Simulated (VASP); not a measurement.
Write the native input for VASP 6.6.1 that does the following.

| Item | Value |
| --- | --- |
| Task | single point |
| Functional | PBEsol |
| Potentials or basis | VASP PAW PBE potentials, release 64 (Cu) |
| Cutoff | 520 eV |
| k mesh | 9 × 9 × 9 |
| Occupations | methfessel-paxton, width 0.15 eV |
| Spin | no spin polarisation |
| Dipole correction | no |
| Further INCAR settings | ALGO = Normal; EDIFF = 1e-06; NBANDS = 18 |

The structure of Cu lies in POSCAR:

```
Cu
1.0
    1.2184636900     -3.9763780100      0.0000000000
    1.2184636900      3.9763780100      0.0000000000
    0.0000000000      0.0000000000      2.4754955200
Cu
2
Direct
    0.1338666504      0.8661333496      0.2500000000
    0.8661333496      0.1338666504      0.7500000000
```

These files were run (other wordings do the same):

INCAR

```
SYSTEM = Cu
PREC = Accurate
ENCUT = 520
EDIFF = 1E-6
ISMEAR = 1
SIGMA = 0.15
LREAL = .False.
LASPH = .True.
NELM = 80
ALGO = Normal
ISIF = 2
LWAVE = .False.
LCHARG = .False.
GGA = PS
NBANDS = 18
```

KPOINTS

```
Automatic mesh
0
Gamma
  9 9 9
  0 0 0
```

Potentials or basis: VASP PAW PBE potentials, release 64 (Cu).

Launch:

```bash
$ cat potpaw_PBE.64/Cu/POTCAR > POTCAR
$ mpirun -np 1 vasp_std > vasp.out
```

Results of the run:

```
Pressure               : -0.8 GPa
Band gap on the k mesh : zero (band 11 reaches 10.69 eV, above the bottom of band 12 at 5.58 eV)
```

Caveat: the PAW data sets were made with another functional, which shifts forces and pressure a little.

It took 26 s on 1 thread of Intel(R) Xeon(R) Platinum 8559C (Emerald Rapids) (shared host), peak memory 0.17 GiB.
